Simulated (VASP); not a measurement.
# As (P6/mmm) in VASP: further runs

The runs below take As through single point, with PBE.

All numbers are computed with VASP 6.6.1; they aren't measurements. Logs are shortened: lines on timing, memory, paths and dates and some standing lists are left out, and cuts for length are marked.

## 1. The cell of the first run

The structure is hexagonal, space group P6/mmm (No. 191). Conventional cell: a = 2.452 Å, b = 2.452 Å, c = 2.309 Å, α = 90.00°, β = 90.00°, γ = 120.00°. Within 3.1 Å of As (site symmetry 6/mmm) lie 8 As at 2.31 to 2.45 Å.

## 2. Single point, PBE

Input file INCAR:

```
PREC     = Accurate       # precision mode
ENCUT    = 520            # plane-wave cutoff, eV
EDIFF    = 1E-6           # SCF threshold, eV
ISMEAR   = -1             # smearing method
SIGMA    = 0.05           # smearing width, eV
LREAL    = False          # projectors in reciprocal space
LASPH    = True           # aspherical terms in the spheres
NELM     = 60             # most SCF steps
ALGO     = Normal         # electronic algorithm
ISIF     = 2              # what is computed and relaxed
LWAVE    = False          # write WAVECAR
LCHARG   = False          # write CHGCAR
GGA      = PE             # functional
NBANDS   = 8              # bands
```

Input file KPOINTS:

```
regular mesh
0
Gamma
  18 18 17
```

Input file POSCAR:

```
As
1.0
    2.4523418173      0.0000000000      0.0000000000
   -1.2261709087      2.1237903126      0.0000000000
    0.0000000000      0.0000000000      2.3092989899
As
1
Direct
    0.0000000000      0.0000000000      0.0000000000
```

Potentials or basis: VASP PAW PBE potentials, release 64 (As).

Launch:

```
$ cat potpaw_PBE.64/As/POTCAR > POTCAR
$ mpirun -np 1 vasp_std > vasp.out
```

OUTCAR:

```text
PREC = Accurate
   ENCUT = 520
   EDIFF = 1E-6
   ISMEAR = -1
   LREAL = False
   LASPH = True
   NELM = 60
   ISIF = 2
   GGA = PE

 ion  position               nearest neighbor table
   1  0.000  0.000  0.000-

  LATTYP: Found a hexagonal cell.
 ALAT       =     2.4523418173
 C/A-ratio  =     0.9416709260

  Lattice vectors:

 A1 = (   2.4523418173,   0.0000000000,   0.0000000000)
 A2 = (  -1.2261709087,   2.1237903126,   0.0000000000)
 A3 = (   0.0000000000,   0.0000000000,   2.3092989899)

Analysis of symmetry for initial positions (statically):
=====================================================================
 Subroutine PRICEL returns:
 Original cell was already a primitive cell.

 Routine SETGRP: Setting up the symmetry group for a
 hexagonal supercell.

 Subroutine GETGRP returns: Found 24 space group operations
 (whereof 24 operations were pure point group operations)
 out of a pool of 24 trial point group operations.

The static configuration has the point symmetry D_6h.

Analysis of symmetry for dynamics (positions and initial velocities):
=====================================================================
 Subroutine PRICEL returns:
 Original cell was already a primitive cell.

 Routine SETGRP: Setting up the symmetry group for a
 hexagonal supercell.

 Subroutine GETGRP returns: Found 24 space group operations
 (whereof 24 operations were pure point group operations)
 out of a pool of 24 trial point group operations.

The dynamic configuration has the point symmetry D_6h.

 Subroutine INISYM returns: Found 24 space group operations
 (whereof 24 operations are pure point group operations),
 and found     1 'primitive' translations

----------------------------------------------------------------------------------------

                                     Primitive cell

  volume of cell :      12.0274

  direct lattice vectors                    reciprocal lattice vectors
     2.452341817  0.000000000  0.000000000     0.407773498  0.235428139  0.000000000
    -1.226170909  2.123790313  0.000000000     0.000000000  0.470856277  0.000000000
     0.000000000  0.000000000  2.309298990     0.000000000  0.000000000  0.433031844

[... 66 lines left out ...]
   dimension x,y,z NGX =    18 NGY =   18 NGZ =   18
   dimension x,y,z NGXF=    36 NGYF=   36 NGZF=   36
   ions per type =               1
   NGX,Y,Z   is equivalent  to a cutoff of  12.20, 12.20, 12.96 a.u.
   NGXF,Y,Z  is equivalent  to a cutoff of  24.40, 24.40, 25.92 a.u.
 SYSTEM =  unknown system
   PREC   = accura    normal or accurate (medium, high low for compatibility)
   ISTART =      0    job   : 0-new  1-cont  2-samecut
   ICHARG =      2    charge: 1-file 2-atom 10-const
   ISPIN  =      1    spin polarized calculation?
   LNONCOLLINEAR =      F non collinear calculations
   LSORBIT =      F    spin-orbit coupling
   LASPH  =      T    aspherical Exc in radial PAW
   ENCUT  =  520.0 eV  38.22 Ry    6.18 a.u.   4.56  4.56  4.29*2*pi/ulx,y,z
   NELM   =     60;   NELMIN=  2; NELMDL= -5     # of ELM steps
   EDIFF  = 0.1E-05   stopping-criterion for ELM
   LREAL  =      F    real-space projection
   EDIFFG = 0.1E-04   stopping-criterion for IOM
   NSW    =      0    number of steps for IOM
   IBRION =     -1    ionic relax: 0-MD 1-quasi-New 2-CG
   NFREE  =      0    steps in history (QN), initial steepest desc. (CG)
   ISIF   =      2    stress and relaxation
   ISYM   =      2    0-nonsym 1-usesym 2-fastsym
   POTIM  = 0.5000    time-step for ionic-motion
   TEBEG  =    0.0;   TEEND  =   0.0 temperature during run
   PSTRESS=    0.0 pullay stress
   NELECT =       5.0000    total number of electrons
   NUPDOWN=      -1.0000    fix difference up-down
   EMIN   =  10.00;   EMAX   =-10.00  energy-range for DOS
   EFERMI =   0.00;   METHOD = LEGACY
   ISMEAR =    -1;   SIGMA  =   0.05  broadening in eV -4-tet -1-fermi 0-gaus
   EFERMI_NEDOS =   21; number of points for ismear=-14 and -15
   IALGO  =     38    algorithm
   IMIX   =      4    mixing-type and parameters
     AMIX     =   0.40;   BMIX     =  1.00
     AMIX_MAG =   1.60;   BMIX_MAG =  1.00
  volume/ion in A,a.u.               =      12.03        81.17
  Fermi-wavevector in a.u.,A,eV,Ry     =   1.221820  2.308905 20.311377  1.492844
  Thomas-Fermi vector in A             =   2.356989
   LORBIT       =      0    0 simple, 1 ext, 2 COOP (PROOUT), +10 PAW based schemes
   GGA     = PE    functional components
[... 5 lines left out ...]
 non-spin polarized calculation
  energy-cutoff  :      520.00
  volume of cell :       12.03
 maximum number of plane-waves:       336
   NGX =  9   NGY =  9   NGZ =  9

 number of electron       5.0000000 magnetization

 Free energy of the ion-electron system (eV)
  ---------------------------------------------------
  ext. energy  EPLUGINS =         0.00000000
  ---------------------------------------------------
  free energy    TOTEN  =        -2.42873372 eV

  energy without entropy =       -2.42604829  energy(sigma->0) =       -2.42739100

 E-fermi :  13.2811     XC(G=0): -12.8227

 val. band max:       13.2170199055   @ k =   0.3333   0.1111   0.1176
 cond. band min:      13.2871895765   @ k =   0.3333   0.2778   0.3529
 fundamental gap:      0.0701696709
 Fermi energy:        13.2811385946

 k-point     1 :       0.0000    0.0000    0.0000
  band No.  band energies     occupation
      1      -7.6355      2.00000
      2      19.0832      0.00000
      3      22.1426      0.00000
      4      22.1426      0.00000
      5      22.2703      0.00000
      6      27.5161      0.00000
      7      27.5161      0.00000
      8      29.2679      0.00000
[... 243 lines left out ...]
 k-point    24 :       0.3889    0.1111    0.0000
  band No.  band energies     occupation
      1      -0.8147      2.00000
      2       3.3793      2.00000
      3      12.5463      2.00000
      4      23.9415      0.00000
      5      25.0104      0.00000
      6      30.2343      0.00000
      7      31.5072      0.00000
      8      33.4250      0.00000

 [... further k-points ...]
[... 5 lines left out ...]
  --------------------------------------------------------------------------------------
  -------------------------------------------------------------------------------------
  Total        9.2698333      9.2698333      9.2681262     -0.0000000      0.0000000      0.0000000
  in kB     1234.8371865   1234.8371866   1234.6097934     -0.0000000      0.0000000      0.0000000
  external PRESSURE =    1234.7613889 kB  Pullay stress =       0.0000000 kB

 VOLUME and BASIS-vectors are now :
 -----------------------------------------------------------------------------
  energy-cutoff  :      520.00
  volume of cell :       12.03
      direct lattice vectors                 reciprocal lattice vectors
     2.452341817  0.000000000  0.000000000     0.407773498  0.235428139  0.000000000
    -1.226170909  2.123790313  0.000000000     0.000000000  0.470856277  0.000000000
     0.000000000  0.000000000  2.309298990     0.000000000  0.000000000  0.433031844

 POSITION                                       TOTAL-FORCE (eV/Angst)
 -----------------------------------------------------------------------------------
      0.00000      0.00000      0.00000         0.000000      0.000000      0.000000
 -----------------------------------------------------------------------------------
    total drift:                                0.000000      0.000000      0.000000

  FREE ENERGIE OF THE ION-ELECTRON SYSTEM (eV)
  ---------------------------------------------------
  free  energy   TOTEN  =        -2.4287337157 eV

  energy  without entropy=       -2.4260482878  energy(sigma->0) =       -2.42739100
```

Run time: 11 s. Hardware: 1 thread of Intel Xeon Platinum 8559C (Emerald Rapids), shared host; peak memory 0.14 GiB.

Results:

| Quantity | Value |
| --- | --- |
| Free energy | -2.4287 eV |
| Pressure | 123.5 GPa |

Levels at points of the mesh, in eV from the Fermi level:
```csv
k point,band 1,band 2,band 3,band 4,band 5
"(0.00, 0.00, 0.00)",-20.92,5.80,8.86,8.86,8.99
"(0.50, 0.00, 0.00)",-13.31,-11.49,2.47,6.92,11.93
```

## 3. Single point, PBE

This run uses another cell than the first one: it holds 3 atoms, not 1.

Input file INCAR:

```
SYSTEM = As
PREC = Accurate
ENCUT = 520
EDIFF = 1E-6
ISMEAR = -1
SIGMA = 0.05
LREAL = .False.
LASPH = .True.
NELM = 60
ALGO = Normal
ISIF = 2
LWAVE = .False.
LCHARG = .False.
GGA = PE
NBANDS = 14
```

Input file KPOINTS:

```
Automatic mesh
0
Gamma
  9 9 13
  0 0 0
```

Input file POSCAR:

```
As
1.0
    4.0812307366      0.0000000000      0.0000000000
   -2.0406153683      3.5344494966      0.0000000000
    0.0000000000      0.0000000000      2.4135198599
As
3
Direct
    0.0000000000      0.0000000000      0.0000000000
    0.3333333333      0.6666666667      0.5000000000
    0.6666666667      0.3333333333      0.5000000000
```

Potentials or basis: VASP PAW PBE potentials, release 64 (As).

Launch:

```
$ cat potpaw_PBE.64/As/POTCAR > POTCAR
$ mpirun -np 1 vasp_std > vasp.out
```

Wall time 15 s (1 thread of Intel Xeon Platinum 8559C (Emerald Rapids), shared host); peak memory 0.16 GiB.

Results (log left out):

```
Free energy : -7.0925 eV
Pressure    : 123.2 GPa
```

Levels at points of the mesh, in eV from the Fermi level:
| k point | band 4 | band 5 | band 6 | band 7 | band 8 | band 9 | band 10 | band 11 | band 12 | band 13 |
| --- | --- | --- | --- | --- | --- | --- | --- | --- | --- | --- |
| (0.00, 0.00, 0.00) | -8.19 | -8.19 | -7.87 | -7.87 | 3.20 | 7.57 | 10.79 | 10.79 | 11.93 | 12.01 |

## 4. Single point, PBE

This run uses another cell than the first one: it holds 3 atoms, not 1.

Input file INCAR:

```
PREC = Accurate
ENCUT = 520
EDIFF = 1E-7
ISMEAR = -1
SIGMA = 0.05
LREAL = False
LASPH = True
NELM = 100
ALGO = Normal
ISIF = 2
LWAVE = False
LCHARG = False
GGA = PE
NBANDS = 14
```

Input file KPOINTS:

```
regular mesh
0
Gamma
  9 9 13
```

POSCAR is that of step 3.

Launch:

```
$ cat potpaw_PBE.64/As/POTCAR > POTCAR
$ mpirun -np 1 vasp_std > vasp.out
```

It took 19 s on 1 thread of Intel Xeon Platinum 8559C (Emerald Rapids), shared host; peak memory 0.16 GiB.

It converged, with:

```yaml
Free_energy: -7.0925 eV
Pressure: 123.2 GPa
```

Levels at points of the mesh, in eV from the Fermi level:
| k point | band 6 | band 7 | band 8 | band 9 | band 10 | band 11 |
| --- | --- | --- | --- | --- | --- | --- |
| (0.00, 0.00, 0.00) | -7.87 | -7.87 | 3.20 | 7.57 | 10.79 | 10.79 |

## 5. Single point, PBE

Input file INCAR:

```
SYSTEM = As
  ALGO = Normal
  EDIFF = 1E-6
  ENCUT = 520
  GGA = PE
  ISIF = 2
  ISMEAR = -1
  LASPH = .TRUE.
  LCHARG = .FALSE.
  LREAL = .FALSE.
  LWAVE = .FALSE.
  NBANDS = 8
  NELM = 80
  PREC = Accurate
  SIGMA = 0.05
```

Input file KPOINTS:

```
k-points
0
G
  18 18 17
  0 0 0
```

Input file POSCAR:

```
As
1.0
    2.4523120615      0.0000000000      0.0000000000
   -1.2261560308      2.1237645433      0.0000000000
    0.0000000000      0.0000000000      2.3094823510
As
1
Direct
    0.0000000000      0.0000000000      0.0000000000
```

Launch:

```
$ cat potpaw_PBE.64/As/POTCAR > POTCAR
$ mpirun -np 1 vasp_std > vasp.out
```

It took 14 s on 1 thread of Intel Xeon Platinum 8488C (Sapphire Rapids), shared host; peak memory 0.13 GiB.

Results (log left out):

```
Free energy : -2.4292 eV
Pressure    : 123.5 GPa
```

Stress tensor (GPa, compression positive):
```
123.49   0.00   0.00
  0.00 123.49   0.00
  0.00   0.00 123.38
```

Levels at points of the mesh, in eV from the Fermi level:
```csv
k point,band 1,band 2,band 3,band 4,band 5,band 6,band 7
"(0.00, 0.00, 0.00)",-20.92,5.80,8.86,8.86,8.99,14.24,14.24
"(0.50, 0.00, 0.00)",-13.31,-11.49,2.48,6.92,11.92,17.36,17.73
```

## 6. Single point, PBE

Input file INCAR:

```
SYSTEM = As
ALGO     = Normal         ! electronic algorithm
EDIFF    = 1E-7           ! SCF threshold, eV
ENCUT    = 520            ! plane-wave cutoff, eV
GGA      = PE             ! functional
ISIF     = 2              ! what is computed and relaxed
ISMEAR   = -1             ! smearing method
LASPH    = .TRUE.         ! aspherical terms in the spheres
LCHARG   = .TRUE.         ! write CHGCAR
LELF     = .TRUE.         ! ELF
LREAL    = .FALSE.        ! projectors in reciprocal space
LVHAR    = .TRUE.       
LWAVE    = .FALSE.        ! write WAVECAR
NBANDS   = 8              ! bands
NELM     = 100            ! most SCF steps
PREC     = Accurate       ! precision mode
SIGMA    = 0.05           ! smearing width, eV
```

KPOINTS is that of step 5.

Input file POSCAR:

```
As
1.0
    2.4523418171      0.0000000000      0.0000000000
   -1.2261709086      2.1237903124      0.0000000000
    0.0000000000      0.0000000000      2.3092989821
As
1
Direct
    0.0000000000      0.0000000000      0.0000000000
```

Potentials or basis: VASP PAW PBE potentials, release 64 (As).

Launch:

```
$ cat potpaw_PBE.64/As/POTCAR > POTCAR
$ mpirun -np 1 vasp_std > vasp.out
```

Run time: 15 s. Hardware: 1 thread of Intel Xeon Platinum 8488C (Sapphire Rapids), shared host; peak memory 0.14 GiB.

Results (log left out):

* Free energy: -2.4287 eV
* Pressure: 123.5 GPa

Levels at points of the mesh, in eV from the Fermi level:
| k point | band 1 | band 2 | band 3 | band 4 | band 5 |
| --- | --- | --- | --- | --- | --- |
| (0.00, 0.00, 0.00) | -20.92 | 5.80 | 8.86 | 8.86 | 8.99 |
| (0.50, 0.00, 0.00) | -13.31 | -11.49 | 2.47 | 6.92 | 11.93 |
